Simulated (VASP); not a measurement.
# CoSn3 (Pm-3m) in VASP: further runs

The runs below take CoSn3 through single point, with r2SCAN.

Program: VASP 6.6.1. These are calculated values, not measurements. Logs are shortened: lines on timing, memory, paths and dates and some standing lists are left out, and cuts for length are marked.

### Step 1. The cell of the first run

It takes space group Pm-3m (No. 221, cubic). Conventional cell: a = 4.639 Å, b = 4.639 Å, c = 4.639 Å, α = 90.00°, β = 90.00°, γ = 90.00°. Sn (site symmetry 4/mmm) has 8 Sn at 3.28 Å and 4 Co at 3.28 Å within 4.3 Å. Within 4.3 Å of Co (site symmetry m-3m) lie 12 Sn at 3.28 Å.

### Step 2. Single point, r2SCAN, collinear spin, ferromagnetic start

Contents of POSCAR:

```
CoSn3
1.0
    4.6386207779      0.0000000000      0.0000000000
    0.0000000000      4.6386207779      0.0000000000
    0.0000000000      0.0000000000      4.6386207779
Sn Co
3 1
Direct
    0.0000000000      0.5000000000      0.5000000000
    0.5000000000      0.0000000000      0.5000000000
    0.5000000000      0.5000000000      0.0000000000
    0.0000000000      0.0000000000      0.0000000000
```

Contents of INCAR.step1:

```
  PREC = Accurate
  ENCUT = 520
  ISMEAR = 0
  SIGMA = 0.1
  LREAL = F
  LASPH = T
  NELM = 150
  ISPIN = 2
  MAGMOM = 0 0 0 2
  LMAXMIX = 4
  NBANDS = 38
  GGA = PE
  ALGO = Normal
  EDIFF = 1E-4
  LWAVE = T
  LCHARG = F
```

Contents of INCAR.step2:

```
  PREC = Accurate
  ENCUT = 520
  EDIFF = 1E-6
  ISMEAR = 0
  SIGMA = 0.1
  LREAL = F
  LASPH = T
  NELM = 150
  ALGO = Normal
  ISIF = 2
  LWAVE = F
  LCHARG = F
  ISPIN = 2
  MAGMOM = 0 0 0 2
  LORBIT = 11
  LMAXMIX = 4
  METAGGA = R2SCAN
  LMIXTAU = T
  NBANDS = 38
  ISTART = 1
```

Contents of KPOINTS:

```
Automatic mesh
0
Gamma
  10 10 10
```

Potentials or basis: VASP PAW PBE potentials, release 64 (Sn_d, Co).

The run is started by

```
> cat potpaw_PBE.64/Sn_d/POTCAR potpaw_PBE.64/Co/POTCAR > POTCAR
> cp INCAR.step1 INCAR
> mpirun -np 1 vasp_std > vasp.out
> cp INCAR.step2 INCAR
> mpirun -np 1 vasp_std > vasp.out
```

OUTCAR:

```text
PREC = Accurate
   ENCUT = 520
   EDIFF = 1E-6
   ISMEAR = 0
   LREAL = F
   LASPH = T
   NELM = 150
   ISIF = 2
   ISPIN = 2
   LORBIT = 11
   METAGGA = R2SCAN
   ISTART = 1

 ion  position               nearest neighbor table
   1  0.000  0.500  0.500-   2 3.28   3 3.28   4 3.28   3 3.28   4 3.28   2 3.28   4 3.28   4 3.28
                             2 3.28   3 3.28   3 3.28   2 3.28
   2  0.500  0.000  0.500-   1 3.28   3 3.28   4 3.28   3 3.28   4 3.28   1 3.28   3 3.28   3 3.28
                             1 3.28   4 3.28   4 3.28   1 3.28
   3  0.500  0.500  0.000-   1 3.28   2 3.28   4 3.28   1 3.28   2 3.28   2 3.28   4 3.28   2 3.28
                             1 3.28   4 3.28   1 3.28   4 3.28
   4  0.000  0.000  0.000-   1 3.28   2 3.28   3 3.28   1 3.28   2 3.28   1 3.28   3 3.28   1 3.28
                             2 3.28   3 3.28   2 3.28   3 3.28

  LATTYP: Found a simple cubic cell.
 ALAT       =     4.6386207779

  Lattice vectors:

 A1 = (   4.6386207779,   0.0000000000,   0.0000000000)
 A2 = (   0.0000000000,   4.6386207779,   0.0000000000)
 A3 = (   0.0000000000,   0.0000000000,   4.6386207779)

Analysis of symmetry for initial positions (statically):
=====================================================================
 Subroutine PRICEL returns:
 Original cell was already a primitive cell.

 Routine SETGRP: Setting up the symmetry group for a
 simple cubic supercell.

 Subroutine GETGRP returns: Found 48 space group operations
 (whereof 48 operations were pure point group operations)
 out of a pool of 48 trial point group operations.

The static configuration has the point symmetry O_h .

Analysis of symmetry for dynamics (positions and initial velocities):
=====================================================================
 Subroutine PRICEL returns:
 Original cell was already a primitive cell.

 Routine SETGRP: Setting up the symmetry group for a
 simple cubic supercell.

 Subroutine GETGRP returns: Found 48 space group operations
 (whereof 48 operations were pure point group operations)
 out of a pool of 48 trial point group operations.

The dynamic configuration has the point symmetry O_h .

Analysis of structural, dynamic, and magnetic symmetry:
=====================================================================
 Subroutine PRICEL returns:
 Original cell was already a primitive cell.

 Routine SETGRP: Setting up the symmetry group for a
 simple cubic supercell.

 Subroutine GETGRP returns: Found 48 space group operations
[... 135 lines left out ...]
   IVDW    =     0    specifies the selected vdW correction
   LEPSILON=     F    determine dielectric tensor
   LRPA    =     F    only Hartree local field effects (RPA)
 spin polarized calculation
 Gauss-broadening in eV      SIGMA  =   0.10
  energy-cutoff  :      520.00
  volume of cell :       99.81
 maximum number of plane-waves:      2730
 NGX is ok and might be reduce to    36
   NGX = 17   NGY = 17   NGZ = 17

 number of electron      50.9999988 magnetization       2.1080819

 Free energy of the ion-electron system (eV)
  ---------------------------------------------------
  ext. energy  EPLUGINS =         0.00000000
  ---------------------------------------------------
  free energy    TOTEN  =       -85.03873057 eV

  energy without entropy =      -85.01625107  energy(sigma->0) =      -85.02749082

 E-fermi :   7.6503     XC(G=0): -11.2738

 val. band max:        7.6445087144   @ k =   0.4000   0.3000   0.1000
 cond. band min:       7.6525343557   @ k =   0.2000   0.2000   0.0000
 fundamental gap:      0.0080256412
 Fermi energy:         7.6502862559

 spin component 1

 k-point     1 :       0.0000    0.0000    0.0000
  band No.  band energies     occupation
      1     -14.7383      1.00000
      2     -14.7383      1.00000
      3     -14.7383      1.00000
      4     -14.7225      1.00000
      5     -14.6057      1.00000
      6     -14.6057      1.00000
[... 949 lines left out ...]
     36      16.0877      0.00000
     37      16.9486      0.00000

 [... further k-points ...]

 spin component 2

 k-point     1 :       0.0000    0.0000    0.0000
  band No.  band energies     occupation
      1     -14.7326      1.00000
      2     -14.7326      1.00000
      3     -14.7326      1.00000
      4     -14.7108      1.00000
      5     -14.6045      1.00000
      6     -14.6045      1.00000
[... 949 lines left out ...]
     36      16.3578      0.00000
     37      17.1802      0.00000

 [... further k-points ...]

 [bands above 37 left out]

------------------------ aborting loop because EDIFF is reached ----------------------------------------

  FORCE on cell =-STRESS in cart. coord.  units (eV):
  Direction    XX          YY          ZZ          XY          YZ          ZX
  --------------------------------------------------------------------------------------
  -------------------------------------------------------------------------------------
  Total       -2.7856462     -2.7856462     -2.7856462      0.0000000      0.0000000     -0.0000000
  in kB      -44.7167192    -44.7167192    -44.7167192      0.0000000      0.0000000     -0.0000000
  external PRESSURE =     -44.7167192 kB  Pullay stress =       0.0000000 kB

 VOLUME and BASIS-vectors are now :
 -----------------------------------------------------------------------------
  energy-cutoff  :      520.00
  volume of cell :       99.81
      direct lattice vectors                 reciprocal lattice vectors
     4.638620778  0.000000000  0.000000000     0.215581322  0.000000000  0.000000000
     0.000000000  4.638620778  0.000000000     0.000000000  0.215581322  0.000000000
     0.000000000  0.000000000  4.638620778     0.000000000  0.000000000  0.215581322

 POSITION                                       TOTAL-FORCE (eV/Angst)
 -----------------------------------------------------------------------------------
      0.00000      2.31931      2.31931         0.000000      0.000000      0.000000
      2.31931      0.00000      2.31931         0.000000      0.000000      0.000000
      2.31931      2.31931      0.00000         0.000000      0.000000      0.000000
      0.00000      0.00000      0.00000         0.000000      0.000000      0.000000
 -----------------------------------------------------------------------------------
    total drift:                                0.000000      0.000000      0.000000

  FREE ENERGIE OF THE ION-ELECTRON SYSTEM (eV)
  ---------------------------------------------------
  free  energy   TOTEN  =       -85.0387305734 eV

  energy  without entropy=      -85.0162510708  energy(sigma->0) =      -85.02749082

 total charge

# of ion       s       p       d       tot
------------------------------------------
    1        1.241   0.957   9.975  12.174
    2        1.241   0.957   9.975  12.174
    3        1.241   0.957   9.975  12.174
    4        0.333   0.169   7.168   7.670
--------------------------------------------------
tot          4.057   3.042  37.094  44.192

 magnetization (x)

# of ion       s       p       d       tot
------------------------------------------
    1        0.014  -0.017  -0.002  -0.005
    2        0.014  -0.017  -0.002  -0.005
    3        0.014  -0.017  -0.002  -0.005
    4        0.042   0.016   2.104   2.162
--------------------------------------------------
tot          0.084  -0.036   2.099   2.147
```

Run time: 36 min. Hardware: 1 thread of Oxide Virtual Turin-like, shared host; peak memory 0.43 GiB.

What came out:

| Item | Value |
| --- | --- |
| Free energy | -85.0387 eV |
| Pressure | -4.5 GPa |
| Net moment | 2.11 μB per cell |
| Site moments | Sn -0.01; Co +2.16 μB |
| Valence electrons inside the program's atomic spheres | Sn 12.17; Co 7.67 |

Caveat: the cell stands under tension; the PAW data sets were made with another functional, which shifts forces and pressure a little; spin-orbit coupling is left out, which moves the levels of the heavy elements.

### Step 3. Single point, r2SCAN, collinear spin, ferromagnetic start

This run uses another cell than the first one, of 22.68 Å³/atom.

Contents of POSCAR:

```
CoSn3
1.0
    4.4935678877      0.0000000000      0.0000000000
    0.0000000000      4.4935678877      0.0000000000
    0.0000000000      0.0000000000      4.4935678877
Sn Co
3 1
Direct
    0.0000000000      0.5000000000      0.5000000000
    0.5000000000      0.0000000000      0.5000000000
    0.5000000000      0.5000000000      0.0000000000
    0.0000000000      0.0000000000      0.0000000000
```

Contents of INCAR.step1:

```
SYSTEM = CoSn3
PREC = Accurate
ENCUT = 520
ISMEAR = 0
SIGMA = 0.1
LREAL = .FALSE.
LASPH = .TRUE.
NELM = 150
ISPIN = 2
MAGMOM = 0 0 0 2.29
LMAXMIX = 4
NBANDS = 38
GGA = PE
ALGO = Normal
EDIFF = 1E-4
LWAVE = .TRUE.
LCHARG = .FALSE.
```

Contents of INCAR.step2:

```
SYSTEM = CoSn3
PREC = Accurate
ENCUT = 520
EDIFF = 1E-6
ISMEAR = 0
SIGMA = 0.1
LREAL = .FALSE.
LASPH = .TRUE.
NELM = 150
ALGO = Normal
ISIF = 2
LWAVE = .FALSE.
LCHARG = .FALSE.
ISPIN = 2
MAGMOM = 0 0 0 2.29
LORBIT = 11
LMAXMIX = 4
METAGGA = R2SCAN
LMIXTAU = .TRUE.
NBANDS = 38
ISTART = 1
```

Contents of KPOINTS:

```
Automatic mesh
0
G
  10 10 10
  0 0 0
```

Potentials or basis: VASP PAW PBE potentials, release 64 (Sn_d, Co).

The run is started by

```
> cat potpaw_PBE.64/Sn_d/POTCAR potpaw_PBE.64/Co/POTCAR > POTCAR
> cp INCAR.step1 INCAR
> mpirun -np 1 vasp_std > vasp.out
> cp INCAR.step2 INCAR
> mpirun -np 1 vasp_std > vasp.out
```

It took 57 min on 1 thread of Oxide Virtual Turin-like, shared host; peak memory 0.41 GiB.

The run converged. Its results:

```
Free energy                                           : -85.1723 eV
Pressure                                              : -0.1 GPa
Net moment                                            : 1.91 μB per cell
Site moments                                          : Sn -0.01; Co +2.00 μB
Valence electrons inside the program's atomic spheres : Sn 12.25; Co 7.76
```

Levels at points of the mesh, in eV from the Fermi level:
Spin up:
```
           k point  band 24  band 25  band 26  band 27  band 28  band 29
(0.00, 0.00, 0.00)    -3.39    -2.01    -2.01    -0.22     2.98     2.98
(0.50, 0.00, 0.00)    -1.41    -1.41    -0.60    -0.60    -0.28     0.66
(0.50, 0.50, 0.00)    -2.48    -0.17    -0.04     1.03     1.03     1.05
(0.50, 0.50, 0.50)    -2.96    -2.96    -2.50    -2.50    -1.66     7.38
```
Spin down:
| k point | band 22 | band 23 | band 24 | band 25 | band 26 | band 27 | band 28 | band 29 |
| --- | --- | --- | --- | --- | --- | --- | --- | --- |
| (0.00, 0.00, 0.00) | -0.94 | -0.94 | -0.08 | -0.08 | -0.08 | 0.14 | 2.91 | 2.91 |
| (0.50, 0.00, 0.00) | -1.47 | -0.69 | -0.69 | -0.06 | 0.06 | 0.71 | 0.72 | 0.72 |
| (0.50, 0.50, 0.00) | -1.30 | -1.30 | -0.56 | 0.02 | 0.71 | 1.05 | 1.05 | 2.12 |
| (0.50, 0.50, 0.50) | -4.60 | -1.36 | -1.32 | -1.31 | 0.46 | 0.46 | 0.46 | 7.47 |

Caveat: the PAW data sets were made with another functional, which shifts forces and pressure a little; spin-orbit coupling is left out, which moves the levels of the heavy elements.
